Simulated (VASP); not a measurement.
# MoS2 (P1) in VASP: single point with PBEsol

Aim: the single point of MoS2 with PBEsol.

Program: VASP 6.6.1. These are calculated values, not measurements. Logs are shortened: lines on timing, memory, paths and dates and some standing lists are left out, and cuts for length are marked.

## Step 1: The cell of the first run

The typed cell holds 12 atoms: a = 6.440 Å, b = 6.440 Å, c = 5.945 Å, α = 90.00°, β = 90.00°, γ = 120.00°.

## Step 2: Single point, PBEsol

INCAR reads:

```
SYSTEM = MoS2
PREC = Accurate
ENCUT = 520
EDIFF = 1E-7
ISMEAR = -1
SIGMA = 0.039
LREAL = .FALSE.
LASPH = .TRUE.
NELM = 100
ALGO = Normal
ISIF = 2
LWAVE = .FALSE.
LCHARG = .FALSE.
GGA = PS
NBANDS = 64
```

KPOINTS reads:

```
Automatic mesh
0
G
  3 3 2
  0 0 0
```

POSCAR reads:

```
MoS2
1.0
    6.4404749029      0.0000000000      0.0000000000
   -3.2202374514      5.5776148783      0.0000000000
    0.0000000000      0.0000000000      5.9450268322
Mo S
4 8
Direct
    0.0151939185      0.0259614554     -0.0097977691
   -0.0014238776      0.4795008365      0.0180184216
    0.4997753039      0.0111033123     -0.0065922327
    0.4840162360      0.4890339436      0.0009781285
    0.1686833824      0.3194541106      0.2737937180
    0.3270689722      0.1691699805      0.7321396728
    0.1664908195      0.8309619974      0.2556760538
    0.3140956217      0.6629672505      0.7379726154
    0.6750698975      0.3222416820      0.2649883751
    0.8451356387      0.1799118480      0.7359309089
    0.6651842877      0.8261020347      0.2447158005
    0.8455692362      0.6724322281      0.7469823308
```

Potentials or basis: VASP PAW PBE potentials, release 64 (Mo_sv, S).

Started as:

```bash
> cat potpaw_PBE.64/Mo_sv/POTCAR potpaw_PBE.64/S/POTCAR > POTCAR
> mpirun -np 1 vasp_std > vasp.out
```

OUTCAR:

```text
SYSTEM = MoS2
   PREC = Accurate
   ENCUT = 520
   EDIFF = 1E-7
   ISMEAR = -1
   LREAL = .FALSE.
   LASPH = .TRUE.
   NELM = 100
   ISIF = 2
   GGA = PS

 ion  position               nearest neighbor table
   1  0.015  0.026  0.990-   6 2.32   5 2.35  10 2.36  12 2.45  11 2.48   7 2.50   2 2.98   4 3.00
                             3 3.17   3 3.27   4 3.44   2 3.47
   2  0.999  0.480  0.018-   9 2.33  10 2.37   5 2.39   7 2.42   8 2.43  12 2.52   1 2.98   4 3.10
                             3 3.12   3 3.33   4 3.35   1 3.47
   3  0.500  0.011  0.993-   9 2.37   6 2.41   7 2.43  10 2.46  11 2.46   8 2.47   2 3.12   4 3.13
                             1 3.17   1 3.27   4 3.31   2 3.33
   4  0.484  0.489  0.001-  11 2.38   5 2.39   6 2.40   8 2.47  12 2.52   9 2.54   1 3.00   2 3.10
                             3 3.13   3 3.31   2 3.35   1 3.44
   5  0.169  0.319  0.274-   1 2.35   2 2.39   4 2.39
   6  0.327  0.169  0.732-   1 2.32   4 2.40   3 2.41
   7  0.166  0.831  0.256-   2 2.42   3 2.43   1 2.50
   8  0.314  0.663  0.738-   2 2.43   3 2.47   4 2.47
   9  0.675  0.322  0.265-   2 2.33   3 2.37   4 2.54
  10  0.845  0.180  0.736-   1 2.36   2 2.37   3 2.46
  11  0.665  0.826  0.245-   4 2.38   3 2.46   1 2.48
  12  0.846  0.672  0.747-   1 2.45   2 2.52   4 2.52

  LATTYP: Found a hexagonal cell.
 ALAT       =     6.4404749029
 C/A-ratio  =     0.9230727426

  Lattice vectors:

 A1 = (   6.4404749029,   0.0000000000,   0.0000000000)
 A2 = (  -3.2202374514,   5.5776148783,   0.0000000000)
 A3 = (   0.0000000000,   0.0000000000,   5.9450268322)

Analysis of symmetry for initial positions (statically):
=====================================================================
 Subroutine PRICEL returns:
 Original cell was already a primitive cell.

 Routine SETGRP: Setting up the symmetry group for a
 hexagonal supercell.

 Subroutine GETGRP returns: Found  1 space group operations
 (whereof  1 operations were pure point group operations)
 out of a pool of 24 trial point group operations.

The static configuration has the point symmetry C_1 .

Analysis of symmetry for dynamics (positions and initial velocities):
=====================================================================
 Subroutine PRICEL returns:
 Original cell was already a primitive cell.

 Routine SETGRP: Setting up the symmetry group for a
 hexagonal supercell.

 Subroutine GETGRP returns: Found  1 space group operations
 (whereof  1 operations were pure point group operations)
 out of a pool of 24 trial point group operations.

The dynamic configuration has the point symmetry C_1 .

 Subroutine INISYM returns: Found  1 space group operations
 (whereof  1 operations are pure point group operations),
 and found     1 'primitive' translations

----------------------------------------------------------------------------------------

                                     Primitive cell

  volume of cell :     213.5602

  direct lattice vectors                    reciprocal lattice vectors
     6.440474903  0.000000000  0.000000000     0.155268053  0.089644052  0.000000000
    -3.220237451  5.577614878  0.000000000     0.000000000  0.179288105  0.000000000
     0.000000000  0.000000000  5.945026832     0.000000000  0.000000000  0.168207819

  length of vectors
     6.440474903  6.440474903  5.945026832     0.179288105  0.179288105  0.168207819

  position of ions in fractional coordinates (direct lattice)
     0.015193919  0.025961455  0.990202231
     0.998576122  0.479500837  0.018018422
     0.499775304  0.011103312  0.993407767
     0.484016236  0.489033944  0.000978129
     0.168683382  0.319454111  0.273793718
     0.327068972  0.169169981  0.732139673
     0.166490819  0.830961997  0.255676054
     0.314095622  0.662967251  0.737972615
     0.675069898  0.322241682  0.264988375
     0.845135639  0.179911848  0.735930909
     0.665184288  0.826102035  0.244715801
     0.845569236  0.672432228  0.746982331

  ion indices of the primitive-cell ions
   primitive index   ion index
                 1           1
                 2           2
                 3           3
                 4           4
                 5           5
                 6           6
                 7           7
                 8           8
                 9           9
                10          10
                11          11
                12          12

----------------------------------------------------------------------------------------

 KPOINTS: Automatic mesh

Automatic generation of k-mesh.
 Grid dimensions read from file:
 generate k-points for:    3    3    2

 Generating k-lattice:

  Cartesian coordinates                     Fractional coordinates (reciprocal lattice)
     0.051756018  0.029881351  0.000000000     0.333333333 -0.000000000  0.000000000
     0.000000000  0.059762702  0.000000000     0.000000000  0.333333333  0.000000000
     0.000000000  0.000000000  0.084103910     0.000000000  0.000000000  0.500000000

  Length of vectors
     0.059762702  0.059762702  0.084103910

  Shift w.r.t. Gamma in fractional coordinates (k-lattice)
     0.000000000  0.000000000  0.000000000

 Subroutine IBZKPT returns following result:
 ===========================================

 Found     10 irreducible k-points:

 Following reciprocal coordinates:
            Coordinates               Weight
  0.000000  0.000000  0.000000      1.000000
  0.333333  0.000000  0.000000      2.000000
  0.000000  0.333333  0.000000      2.000000
 -0.333333  0.333333  0.000000      2.000000
  0.333333  0.333333  0.000000      2.000000
  0.000000  0.000000  0.500000      1.000000
  0.333333  0.000000  0.500000      2.000000
  0.000000  0.333333  0.500000      2.000000
 -0.333333  0.333333  0.500000      2.000000
  0.333333  0.333333  0.500000      2.000000
   k-points           NKPTS =     10   k-points in BZ     NKDIM =     10   number of bands    NBANDS=     64
   number of dos      NEDOS =    301   number of ions     NIONS =     12
   total plane-waves  NPLWV = 110592
   dimension x,y,z NGX =    48 NGY =   48 NGZ =   48
   dimension x,y,z NGXF=    96 NGYF=   96 NGZF=   96
   ions per type =               4   8
   NGX,Y,Z   is equivalent  to a cutoff of  12.39, 12.39, 13.42 a.u.
   NGXF,Y,Z  is equivalent  to a cutoff of  24.78, 24.78, 26.85 a.u.
 SYSTEM =  MoS2
   PREC   = accura    normal or accurate (medium, high low for compatibility)
   ISTART =      0    job   : 0-new  1-cont  2-samecut
   ICHARG =      2    charge: 1-file 2-atom 10-const
   ISPIN  =      1    spin polarized calculation?
   LNONCOLLINEAR =      F non collinear calculations
   LSORBIT =      F    spin-orbit coupling
   LASPH  =      T    aspherical Exc in radial PAW
   ENCUT  =  520.0 eV  38.22 Ry    6.18 a.u.  11.98 11.98 11.05*2*pi/ulx,y,z
   NELM   =    100;   NELMIN=  2; NELMDL= -5     # of ELM steps
   EDIFF  = 0.1E-06   stopping-criterion for ELM
   LREAL  =      F    real-space projection
   EDIFFG = 0.1E-05   stopping-criterion for IOM
   NSW    =      0    number of steps for IOM
   IBRION =     -1    ionic relax: 0-MD 1-quasi-New 2-CG
   NFREE  =      0    steps in history (QN), initial steepest desc. (CG)
   ISIF   =      2    stress and relaxation
   ISYM   =      2    0-nonsym 1-usesym 2-fastsym
   POTIM  = 0.5000    time-step for ionic-motion
   TEBEG  =    0.0;   TEEND  =   0.0 temperature during run
   PSTRESS=    0.0 pullay stress
   NELECT =     104.0000    total number of electrons
   NUPDOWN=      -1.0000    fix difference up-down
   EMIN   =  10.00;   EMAX   =-10.00  energy-range for DOS
   EFERMI =   0.00;   METHOD = LEGACY
   ISMEAR =    -1;   SIGMA  =   0.04  broadening in eV -4-tet -1-fermi 0-gaus
   EFERMI_NEDOS =   21; number of points for ismear=-14 and -15
   IALGO  =     38    algorithm
   IMIX   =      4    mixing-type and parameters
     AMIX     =   0.40;   BMIX     =  1.00
     AMIX_MAG =   1.60;   BMIX_MAG =  1.00
  volume/ion in A,a.u.               =      17.80       120.10
  Fermi-wavevector in a.u.,A,eV,Ry     =   1.287990  2.433948 22.570957  1.658919
  Thomas-Fermi vector in A             =   2.419971
   LORBIT       =      0    0 simple, 1 ext, 2 COOP (PROOUT), +10 PAW based schemes
   GGA     = PS    functional components
   LHFCALC =     F    Hartree Fock is set to
   AEXX    =    0.0000 exact exchange contribution
   IVDW    =     0    specifies the selected vdW correction
   LEPSILON=     F    determine dielectric tensor
   LRPA    =     F    only Hartree local field effects (RPA)
 non-spin polarized calculation
  energy-cutoff  :      520.00
  volume of cell :      213.56
 maximum number of plane-waves:      5772
   NGX = 23   NGY = 23   NGZ = 23

 number of electron     103.9999997 magnetization

 Free energy of the ion-electron system (eV)
  ---------------------------------------------------
  ext. energy  EPLUGINS =         0.00000000
  ---------------------------------------------------
  free energy    TOTEN  =       -90.41040907 eV

  energy without entropy =      -90.39453909  energy(sigma->0) =      -90.40247408

 E-fermi :   7.3818     XC(G=0): -11.0674

 val. band max:        7.2986577841   @ k =   0.3333   0.3333   0.5000
 cond. band min:       7.4604433646   @ k =   0.3333   0.3333   0.5000
 fundamental gap:      0.1617855805
 Fermi energy:         7.3818486817

 k-point     1 :       0.0000    0.0000    0.0000
  band No.  band energies     occupation
      1     -54.1123      2.00000
      2     -53.9752      2.00000
      3     -53.9528      2.00000
      4     -53.9037      2.00000
      5     -28.4437      2.00000
      6     -28.4213      2.00000
[... 56 lines left out ...]
     63      11.0255      0.00000
     64      11.1674      0.00000

 k-point     2 :       0.3333    0.0000    0.0000
  band No.  band energies     occupation
      1     -54.1116      2.00000
      2     -53.9723      2.00000
      3     -53.9559      2.00000
      4     -53.9042      2.00000
      5     -28.3998      2.00000
      6     -28.3683      2.00000
[... 592 lines left out ...]
     63      10.0745      0.00000
     64      10.4243      0.00000

------------------------ aborting loop because EDIFF is reached ----------------------------------------

  FORCE on cell =-STRESS in cart. coord.  units (eV):
  Direction    XX          YY          ZZ          XY          YZ          ZX
  --------------------------------------------------------------------------------------
  -------------------------------------------------------------------------------------
  Total       -6.3160654     -2.3366293     -1.6007736      0.9882879      2.0870450     -2.3679992
  in kB      -47.3845725    -17.5299292    -12.0093712      7.4143626     15.6574908    -17.7652736
  external PRESSURE =     -25.6412910 kB  Pullay stress =       0.0000000 kB

 VOLUME and BASIS-vectors are now :
 -----------------------------------------------------------------------------
  energy-cutoff  :      520.00
  volume of cell :      213.56
      direct lattice vectors                 reciprocal lattice vectors
     6.440474903  0.000000000  0.000000000     0.155268053  0.089644052  0.000000000
    -3.220237451  5.577614878  0.000000000     0.000000000  0.179288105  0.000000000
     0.000000000  0.000000000  5.945026832     0.000000000  0.000000000  0.168207819

 POSITION                                       TOTAL-FORCE (eV/Angst)
 -----------------------------------------------------------------------------------
      0.01425      0.14480      5.88678        -0.050520      0.407893      0.713090
      4.88720      2.67447      0.10712         0.906114     -0.295046     -1.161387
      3.18303      0.06193      5.90584         0.194726      0.109466      0.292735
      1.54249      2.72764      0.00582        -0.531985     -0.847790     -0.532276
      0.05768      1.78179      1.62771         0.014878      0.384107      0.337227
      1.56171      0.94357      4.35259         0.737075      0.263541     -0.519508
     -1.60362      4.63479      1.52000        -0.012287      0.238691     -0.409691
     -0.11199      3.69778      4.38727         0.912100      0.160689      0.684573
      3.31008      1.79734      1.57536        -1.066572      0.109274      0.091482
      4.86372      1.00348      4.37513        -0.566390     -0.472576     -0.169687
      1.62386      4.60768      1.45484        -0.034170      0.335488     -0.189859
      3.28048      3.75057      4.44083        -0.502968     -0.393737      0.863302
 -----------------------------------------------------------------------------------
    total drift:                               -0.000077     -0.000015     -0.000082

  FREE ENERGIE OF THE ION-ELECTRON SYSTEM (eV)
  ---------------------------------------------------
  free  energy   TOTEN  =       -90.4104090749 eV

  energy  without entropy=      -90.3945390929  energy(sigma->0) =      -90.40247408
```

It took 2.5 min on 1 thread of Intel Xeon Platinum 8488C (Sapphire Rapids), shared host; peak memory 0.36 GiB.

What came out:

- Free energy: -90.4104 eV
- Pressure: -2.6 GPa
- Largest force: 1.502 eV/Å
- Band gap on the k mesh: zero (bands 52 and 53 overlap by 0.24 eV)

Forces in eV/Å, atoms in the order of the input:
```
Mo  -0.051  0.408  0.713
Mo   0.906 -0.295 -1.161
Mo   0.195  0.109  0.293
Mo  -0.532 -0.848 -0.532
S    0.015  0.384  0.337
S    0.737  0.264 -0.520
S   -0.012  0.239 -0.410
S    0.912  0.161  0.685
S   -1.067  0.109  0.091
S   -0.566 -0.473 -0.170
S   -0.034  0.335 -0.190
S   -0.503 -0.394  0.863
```

Stress tensor (GPa, compression positive):
```
-4.74  0.74 -1.78
 0.74 -1.75  1.57
-1.78  1.57 -1.20
```

Caveat: the k points lie up to 0.53 Å⁻¹ apart; the atoms stand as in a frame of molecular dynamics; the PAW data sets were made with another functional, which shifts forces and pressure a little.
